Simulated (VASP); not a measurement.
Crystal: HfO2.

```xyz
3
Lattice="3.6169 0.0000 0.0000 1.8084 3.1323 0.0000 1.8084 1.0441 2.9531" Properties=species:S:1:pos:R:3 pbc="T T T"
Hf    0.0000    0.0000    0.0000
O     1.8084    1.0441    0.7383
O     5.4253    3.1323    2.2149
```

| Item | Value |
| --- | --- |
| Program | VASP 6.6.1 |
| Task | relaxation of cell and atoms |
| Functional | r2SCAN |
| Dispersion | rVV10 |
| Potentials or basis | VASP PAW PBE potentials, release 64 (Hf_pv, O) |
| Cutoff | 600 eV |
| k mesh | 6 × 6 × 6 |
| Occupations | gaussian, width 0.01 eV |
| Spin | no spin polarisation |

At the start: pressure -13.7 GPa; volume 11.15 Å³/atom.

Problem. How do energy, volume and symmetry change on relaxing?

Solution. Over 4 steps the energy falls by 26.4 meV/atom and the volume is 10.56 Å³/atom (-5.3 %); space group Fm-3m (No. 225, to 0.05 Å).

Step by step:
```csv
step,energy change (eV),largest force (eV/Å),pressure (GPa),volume (Å³)
1,0.0000,0.0000,-13.71,33.46
2,0.1461,0.0000,29.60,29.04
3,-0.0791,0.0000,-0.41,31.73
4,-0.0791,0.0000,-0.04,31.68
```

Final structure:
```yaml
crystal:
  lattice:
    - [3.55183, 0.00000, 0.00000]
    - [1.77591, 3.07597, 0.00000]
    - [1.77591, 1.02532, 2.90005]
  atoms:
    - { symbol: Hf, position: [0.00000, 0.00000, 0.00000] }
    - { symbol: O, position: [0.25000, 0.25000, 0.25000] }
    - { symbol: O, position: [0.75000, 0.75000, 0.75000] }
```

Caveat: the PAW data sets were made with another functional, which shifts forces and pressure a little.
